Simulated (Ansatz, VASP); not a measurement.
TiC: VASP beside Ansatz

The input INCAR:

```
PREC = Accurate
ENCUT = 520
EDIFF = 1E-7
ISMEAR = -1
SIGMA = 0.08
LREAL = F
LASPH = T
NELM = 100
ALGO = Normal
ISIF = 2
LWAVE = F
LCHARG = F
GGA = PE
NBANDS = 15
```

Contents of KPOINTS:

```
regular mesh
0
Gamma
  14 14 14
```

Contents of POSCAR:

```
TiC
1.0
    2.5981566292      0.0000000000      0.0000000000
    0.0000000000      2.5981566292      0.0000000000
    0.0000000000      0.0000000000      2.5981566292
Ti C
1 1
Direct
    0.0000000000      0.0000000000      0.0000000000
    0.5000000000      0.5000000000      0.5000000000
```

Input for Ansatz:

```yaml
crystal:
  lattice:
    - [2.5981566292, 0.0, 0.0]
    - [0.0, 2.5981566292, 0.0]
    - [0.0, 0.0, 2.5981566292]
  atoms:
    - { symbol: Ti, position: [0.0, 0.0, 0.0] }
    - { symbol: C, position: [0.5, 0.5, 0.5] }
kpoints:
  mp_grid: { grid: [14, 14, 14] }
scf:
  occupations: { method: fermi_dirac, width: 0.08 }
hamiltonian:
  xc: pbe
  pseudopotentials: { kind: paw }
output:
  forces: true
  stress: true
  eigenvalues: true
  populations: true
```

Change from the starting cell: volume scaled by 0.88, PAW files.

Alike in both runs: task single point; functional PBE; k mesh 14 × 14 × 14; occupations fermi-dirac, width 0.08 eV; no spin polarisation.

|  | VASP | Ansatz |
| --- | --- | --- |
| version | VASP 6.6.1 | Ansatz 0.2.0 |
| potentials or method | VASP PAW PBE potentials, release 64 (Ti_sv, C) | PAW with Ansatz's default frozen-core files, scalar-relativistic |
| plane-wave cutoff (eV) | 520 | 420 |
| valence electrons in the cell | 16 | 16 |

Ansatz gave:

```
pressure (GPa) : 36.1
```

Task: Estimate VASP's values.

Result: Pressure (GPa): 36.4.

Both programs put the cell under a high pressure, so it lies far from rest at this level. With one functional, cell and mesh, what is left measures potentials, basis and numerics.
